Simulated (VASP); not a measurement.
# Ti6H in VASP: further runs

Ti6H is run at these levels: PBE; tasks: single point.

Program: VASP 6.6.1. These are calculated values, not measurements. Logs are shortened: lines on timing, memory, paths and dates and some standing lists are left out, and cuts for length are marked.

## Step 1: The cell of the first run

The cell holds a slab with vacuum, 7 atoms: a = 2.938 Å, b = 4.650 Å, c = 21.284 Å, α = 90.00°, β = 90.00°, γ = 90.00°.

## Step 2: Single point, PBE

INCAR

```
SYSTEM = Ti6H
PREC = Accurate
ENCUT = 520
EDIFF = 1E-7
ISMEAR = 0
SIGMA = 0.1
LREAL = .FALSE.
LASPH = .TRUE.
NELM = 80
ALGO = Normal
ISIF = 2
LWAVE = .FALSE.
LCHARG = .FALSE.
LDIPOL = .TRUE.
IDIPOL = 3
DIPOL = 0.5 0.5 0.351
GGA = PE
NBANDS = 46
```

KPOINTS

```
Automatic mesh
0
G
  9 6 1
  0 0 0
```

POSCAR

```
Ti6H
1.0
    2.9381632083      0.0000000000      0.0000000000
    0.0000000000      4.6504654186      0.0000000000
    0.0000000000      0.0000000000     21.2842241985
Ti H
6 1
Direct
    0.0000000000      0.7500000000      0.1879326191
    0.5000000000      0.2500000000      0.2277825405
    0.5000000000      0.7500000000      0.3074823831
    0.0000000000      0.2500000000      0.3461291997
    0.0000000000      0.7500000000      0.4220680059
    0.5000000000      0.2500000000      0.4596937200
    0.8333333333      0.7500000000      0.5051871170
```

Potentials or basis: VASP PAW PBE potentials, release 64 (Ti_sv, H).

On the command line:

```
> cat potpaw_PBE.64/Ti_sv/POTCAR potpaw_PBE.64/H/POTCAR > POTCAR
> mpirun -np 1 vasp_std > vasp.out
```

OUTCAR:

```text
SYSTEM = Ti6H
   PREC = Accurate
   ENCUT = 520
   EDIFF = 1E-7
   ISMEAR = 0
   LREAL = .FALSE.
   LASPH = .TRUE.
   NELM = 80
   ISIF = 2
   GGA = PE

 ion  position               nearest neighbor table
   1  0.000  0.750  0.188-   2 2.88   2 2.88   2 2.88   2 2.88
   2  0.500  0.250  0.228-   3 2.88   3 2.88   1 2.88   1 2.88   1 2.88   1 2.88   4 2.92   4 2.92

   3  0.500  0.750  0.307-   5 2.85   5 2.85   4 2.87   4 2.87   4 2.87   4 2.87   2 2.88   2 2.88

   4  0.000  0.250  0.346-   6 2.83   6 2.83   5 2.83   5 2.83   3 2.87   3 2.87   3 2.87   3 2.87
                             2 2.92   2 2.92
   5  0.000  0.750  0.422-   7 1.84   4 2.83   4 2.83   3 2.85   3 2.85   6 2.86   6 2.86   6 2.86
                             6 2.86
   6  0.500  0.250  0.460-   4 2.83   4 2.83   5 2.86   5 2.86   5 2.86   5 2.86
   7  0.833  0.750  0.505-   5 1.84

  LATTYP: Found a simple orthorhombic cell.
 ALAT       =     2.9381632083
 B/A-ratio  =     1.5827798148
 C/A-ratio  =     7.2440578312

  Lattice vectors:

 A1 = (   2.9381632083,   0.0000000000,   0.0000000000)
 A2 = (   0.0000000000,   4.6504654186,   0.0000000000)
 A3 = (   0.0000000000,   0.0000000000,  21.2842241985)

Analysis of symmetry for initial positions (statically):
=====================================================================
 Subroutine PRICEL returns:
 Original cell was already a primitive cell.

 Routine SETGRP: Setting up the symmetry group for a
 simple orthorhombic supercell.

 Subroutine GETGRP returns: Found  2 space group operations
 (whereof  1 operations were pure point group operations)
 out of a pool of  8 trial point group operations.

The static configuration has the point symmetry C_1 .
 The point group associated with its full space group is C_1h.

Analysis of symmetry for dynamics (positions and initial velocities):
=====================================================================
 Subroutine PRICEL returns:
 Original cell was already a primitive cell.

 Routine SETGRP: Setting up the symmetry group for a
 simple orthorhombic supercell.

 Subroutine GETGRP returns: Found  2 space group operations
 (whereof  1 operations were pure point group operations)
 out of a pool of  8 trial point group operations.

The dynamic configuration has the point symmetry C_1 .
 The point group associated with its full space group is C_1h.

 Subroutine INISYM returns: Found  2 space group operations
 (whereof  1 operations are pure point group operations),
 and found     1 'primitive' translations

----------------------------------------------------------------------------------------

                                     Primitive cell

  volume of cell :     290.8239

  direct lattice vectors                    reciprocal lattice vectors
     2.938163208  0.000000000  0.000000000     0.340348690  0.000000000  0.000000000
     0.000000000  4.650465419  0.000000000     0.000000000  0.215032241  0.000000000
     0.000000000  0.000000000 21.284224198     0.000000000  0.000000000  0.046983155

  length of vectors
     2.938163208  4.650465419 21.284224198     0.340348690  0.215032241  0.046983155

  position of ions in fractional coordinates (direct lattice)
     0.000000000  0.750000000  0.187932619
     0.500000000  0.250000000  0.227782541
     0.500000000  0.750000000  0.307482383
     0.000000000  0.250000000  0.346129200
     0.000000000  0.750000000  0.422068006
     0.500000000  0.250000000  0.459693720
     0.833333333  0.750000000  0.505187117

  ion indices of the primitive-cell ions
   primitive index   ion index
                 1           1
                 2           2
                 3           3
                 4           4
                 5           5
                 6           6
                 7           7

----------------------------------------------------------------------------------------

 KPOINTS: Automatic mesh

Automatic generation of k-mesh.
 Grid dimensions read from file:
 generate k-points for:    9    6    1

 Generating k-lattice:

  Cartesian coordinates                     Fractional coordinates (reciprocal lattice)
     0.037816521  0.000000000  0.000000000     0.111111111  0.000000000  0.000000000
     0.000000000  0.035838707  0.000000000     0.000000000  0.166666667  0.000000000
     0.000000000  0.000000000  0.046983155     0.000000000  0.000000000  1.000000000

  Length of vectors
     0.037816521  0.035838707  0.046983155

  Shift w.r.t. Gamma in fractional coordinates (k-lattice)
     0.000000000  0.000000000  0.000000000

 Subroutine IBZKPT returns following result:
 ===========================================

 Found     20 irreducible k-points:

 Following reciprocal coordinates:
            Coordinates               Weight
  0.000000  0.000000  0.000000      1.000000
  0.111111  0.000000  0.000000      2.000000
  0.222222  0.000000  0.000000      2.000000
  0.333333  0.000000  0.000000      2.000000
  0.444444  0.000000  0.000000      2.000000
  0.000000  0.166667  0.000000      2.000000
[... 12 lines left out ...]
  0.333333  0.500000  0.000000      2.000000
  0.444444  0.500000  0.000000      2.000000
   k-points           NKPTS =     20   k-points in BZ     NKDIM =     20   number of bands    NBANDS=     46
   number of dos      NEDOS =    301   number of ions     NIONS =      7
   total plane-waves  NPLWV = 138240
   dimension x,y,z NGX =    24 NGY =   36 NGZ =  160
   dimension x,y,z NGXF=    48 NGYF=   72 NGZF=  320
   ions per type =               6   1
   NGX,Y,Z   is equivalent  to a cutoff of  13.58, 12.87, 12.50 a.u.
   NGXF,Y,Z  is equivalent  to a cutoff of  27.16, 25.74, 24.99 a.u.
 SYSTEM =  Ti6H
   PREC   = accura    normal or accurate (medium, high low for compatibility)
   ISTART =      0    job   : 0-new  1-cont  2-samecut
   ICHARG =      2    charge: 1-file 2-atom 10-const
   ISPIN  =      1    spin polarized calculation?
   LNONCOLLINEAR =      F non collinear calculations
   LSORBIT =      F    spin-orbit coupling
   LASPH  =      T    aspherical Exc in radial PAW
   ENCUT  =  520.0 eV  38.22 Ry    6.18 a.u.   5.46  8.65 39.57*2*pi/ulx,y,z
   NELM   =     80;   NELMIN=  2; NELMDL= -5     # of ELM steps
   EDIFF  = 0.1E-06   stopping-criterion for ELM
   LREAL  =      F    real-space projection
   EDIFFG = 0.1E-05   stopping-criterion for IOM
   NSW    =      0    number of steps for IOM
   IBRION =     -1    ionic relax: 0-MD 1-quasi-New 2-CG
   NFREE  =      0    steps in history (QN), initial steepest desc. (CG)
   ISIF   =      2    stress and relaxation
   ISYM   =      2    0-nonsym 1-usesym 2-fastsym
   POTIM  = 0.5000    time-step for ionic-motion
   TEBEG  =    0.0;   TEEND  =   0.0 temperature during run
   PSTRESS=    0.0 pullay stress
   NELECT =      73.0000    total number of electrons
   NUPDOWN=      -1.0000    fix difference up-down
   EMIN   =  10.00;   EMAX   =-10.00  energy-range for DOS
   EFERMI =   0.00;   METHOD = LEGACY
   ISMEAR =     0;   SIGMA  =   0.10  broadening in eV -4-tet -1-fermi 0-gaus
   EFERMI_NEDOS =   21; number of points for ismear=-14 and -15
   IALGO  =     38    algorithm
   IMIX   =      4    mixing-type and parameters
     AMIX     =   0.40;   BMIX     =  1.00
     AMIX_MAG =   1.60;   BMIX_MAG =  1.00
  volume/ion in A,a.u.               =      41.55       280.37
  Fermi-wavevector in a.u.,A,eV,Ry     =   1.032696  1.951512 14.510077  1.066461
  Thomas-Fermi vector in A             =   2.166906
   LORBIT       =      0    0 simple, 1 ext, 2 COOP (PROOUT), +10 PAW based schemes
   GGA     = PE    functional components
   LHFCALC =     F    Hartree Fock is set to
   AEXX    =    0.0000 exact exchange contribution
   IVDW    =     0    specifies the selected vdW correction
   LEPSILON=     F    determine dielectric tensor
   LRPA    =     F    only Hartree local field effects (RPA)
 non-spin polarized calculation
 Gauss-broadening in eV      SIGMA  =   0.10
  energy-cutoff  :      520.00
  volume of cell :      290.82
 maximum number of plane-waves:      7881
 NGX is ok and might be reduce to    24
   NGX = 11   NGY = 17   NGZ = 79

 dipolmoment           0.000000      0.000000     -0.001670 electrons x Angstroem

 number of electron      73.0000011 magnetization

 dipolmoment           0.000000      0.000000      0.023121 electrons x Angstroem

 Free energy of the ion-electron system (eV)
  ---------------------------------------------------
  ext. energy  EPLUGINS =         0.00000000
  ---------------------------------------------------
  free energy    TOTEN  =       -47.11702910 eV

  energy without entropy =      -47.06211293  energy(sigma->0) =      -47.08957102

 E-fermi :   0.6536     XC(G=0):  -5.1360

 val. band max:        0.6461183729   @ k =   0.0000   0.5000   0.0000
 cond. band min:       0.6669831537   @ k =   0.1111   0.5000   0.0000
 fundamental gap:      0.0208647808
 Fermi energy:         0.6536149588

 k-point     1 :       0.0000    0.0000    0.0000
  band No.  band energies     occupation
      1     -56.4098      2.00000
      2     -56.4049      2.00000
      3     -56.1620      2.00000
      4     -56.1032      2.00000
      5     -56.0293      2.00000
      6     -55.9113      2.00000
[... 38 lines left out ...]
     45       1.7909      0.00000
     46       1.9175      0.00000

 k-point     2 :       0.1111    0.0000    0.0000
  band No.  band energies     occupation
      1     -56.4046      2.00000
      2     -56.4000      2.00000
      3     -56.1561      2.00000
      4     -56.0992      2.00000
      5     -56.0280      2.00000
      6     -55.9078      2.00000
[... 38 lines left out ...]
     45       1.8589      0.00000
     46       1.8620      0.00000

 k-point     3 :       0.2222    0.0000    0.0000
  band No.  band energies     occupation
      1     -56.3917      2.00000
      2     -56.3875      2.00000
      3     -56.1409      2.00000
      4     -56.0887      2.00000
      5     -56.0253      2.00000
      6     -55.8988      2.00000
[... 822 lines left out ...]
     45       2.1045      0.00000
     46       2.1900      0.00000

 k-point    20 :       0.4444    0.5000    0.0000
  band No.  band energies     occupation
      1     -56.3670      2.00000
      2     -56.3635      2.00000
      3     -56.0909      2.00000
      4     -56.0844      2.00000
      5     -56.0211      2.00000
      6     -55.8870      2.00000
[... 38 lines left out ...]
     45       2.1552      0.00000
     46       2.3102      0.00000

------------------------ aborting loop because EDIFF is reached ----------------------------------------

 vacuum level on the upper side and lower side of the slab       (xc-potential included)         0.009        -0.328

  FORCE on cell =-STRESS in cart. coord.  units (eV):
  Direction    XX          YY          ZZ          XY          YZ          ZX
  --------------------------------------------------------------------------------------
  -------------------------------------------------------------------------------------
  Total       -2.1229210     -4.1933747     -0.4742533      0.0000000      0.0000000     -0.4171355
  in kB      -11.6953776    -23.1017083     -2.6127074      0.0000000      0.0000000     -2.2980401
  external PRESSURE =     -12.4699311 kB  Pullay stress =       0.0000000 kB

 VOLUME and BASIS-vectors are now :
 -----------------------------------------------------------------------------
  energy-cutoff  :      520.00
  volume of cell :      290.82
      direct lattice vectors                 reciprocal lattice vectors
     2.938163208  0.000000000  0.000000000     0.340348690  0.000000000  0.000000000
     0.000000000  4.650465419  0.000000000     0.000000000  0.215032241  0.000000000
     0.000000000  0.000000000 21.284224198     0.000000000  0.000000000  0.046983155

 POSITION                                       TOTAL-FORCE (eV/Angst)
 -----------------------------------------------------------------------------------
      0.00000      3.48785      4.00000        -0.011068      0.000000      0.340134
      1.46908      1.16262      4.84817        -0.019774      0.000000      0.010068
      1.46908      3.48785      6.54452        -0.006553      0.000000     -0.579626
      0.00000      1.16262      7.36709        -0.115008      0.000000      0.112842
      0.00000      3.48785      8.98339         0.459670      0.000000      0.040627
      1.46908      1.16262      9.78422         0.219314      0.000000      0.061095
      2.44847      3.48785     10.75252        -0.526581      0.000000      0.014861
 -----------------------------------------------------------------------------------
    total drift:                               -0.000017      0.000000     -0.000161

  FREE ENERGIE OF THE ION-ELECTRON SYSTEM (eV)
  ---------------------------------------------------
  free  energy   TOTEN  =       -47.1170291026 eV

  energy  without entropy=      -47.0621129319  energy(sigma->0) =      -47.08957102

 vacuum level on the upper side and lower side of the slab         4.548         4.199
```

Run time: 5.1 min. Hardware: 1 thread of Intel Xeon 6975P-C (Granite Rapids), shared host; peak memory 0.45 GiB.

What came out:

- Free energy: -47.1170 eV
- Largest force: 0.580 eV/Å
- Band gap on the k mesh: zero (an odd number of electrons rules out a gap without spin polarisation)

Forces on the atoms (eV/Å):
```
Ti  -0.011  0.000  0.340
Ti  -0.020  0.000  0.010
Ti  -0.007  0.000 -0.580
Ti  -0.115  0.000  0.113
Ti   0.460  0.000  0.041
Ti   0.219  0.000  0.061
H   -0.527  0.000  0.015
```

Levels at points of the mesh, in eV from the Fermi level:
```
           k point  band 34  band 35  band 36  band 37  band 38  band 39  band 40  band 41
(0.00, 0.00, 0.00)    -0.55    -0.06     0.17     0.52     0.54     0.73     0.92     0.92
(0.00, 0.50, 0.00)    -0.64    -0.07    -0.01     0.18     0.19     0.40     0.52     0.77
```

## Step 3: Single point, PBE

INCAR

```
ALGO     = Normal         # electronic algorithm
DIPOL    = 0.5 0.5 0.350
EDIFF    = 1E-7           # SCF threshold, eV
ENCUT    = 520            # plane-wave cutoff, eV
GGA      = PE             # functional
IDIPOL   = 3            
ISIF     = 2              # what is computed and relaxed
ISMEAR   = 0              # smearing method
LASPH    = T              # aspherical terms in the spheres
LCHARG   = F              # write CHGCAR
LDIPOL   = T            
LREAL    = F              # projectors in reciprocal space
LWAVE    = F              # write WAVECAR
NBANDS   = 46             # bands
NELM     = 100            # most SCF steps
PREC     = Accurate       # precision mode
SIGMA    = 0.1            # smearing width, eV
```

KPOINTS

```
k-points
0
Gamma
  9 6 1
```

POSCAR: that of step 2 with these lines changed.

```diff
@@ -14,2 +14,2 @@
     0.5000000000      0.2500000000      0.4596937200
-    0.8333333333      0.7500000000      0.5051871170
+    1.0000000000      0.5833333333      0.5010839208
```

Potentials or basis: VASP PAW PBE potentials, release 64 (Ti_sv, H).

On the command line:

```
> cat potpaw_PBE.64/Ti_sv/POTCAR potpaw_PBE.64/H/POTCAR > POTCAR
> mpirun -np 1 vasp_std > vasp.out
```

Run time: 5.7 min. Hardware: 1 thread of Intel Xeon 6975P-C (Granite Rapids), shared host; peak memory 0.45 GiB.

It converged, with:

```yaml
Free_energy: -47.5730 eV
Largest_force: 1.130 eV/Å
Band_gap_on_the_k_mesh: zero (an odd number of electrons rules out a gap without spin polarisation)
```

Forces in eV/Å, atoms in the order of the input:
```
Ti   0.000  0.020  0.312
Ti   0.000 -0.038  0.012
Ti   0.000  0.053 -0.560
Ti   0.000 -0.025  0.009
Ti   0.000  0.212  0.006
Ti   0.000  0.907  0.212
H    0.000 -1.129  0.008
```

Levels at points of the mesh, in eV from the Fermi level:
| k point | band 33 | band 34 | band 35 | band 36 | band 37 | band 38 | band 39 | band 40 | band 41 | band 42 |
| --- | --- | --- | --- | --- | --- | --- | --- | --- | --- | --- |
| (0.00, 0.00, 0.00) | -0.63 | -0.55 | -0.05 | 0.18 | 0.53 | 0.54 | 0.68 | 0.85 | 0.92 | 0.93 |
| (0.00, 0.50, 0.00) | -0.66 | -0.65 | -0.17 | 0.03 | 0.17 | 0.22 | 0.40 | 0.54 | 0.79 | 0.79 |

(Continued in part 2 of 2.)

The gap in the log of VASP goes by the Fermi energy; the results here count the filled bands.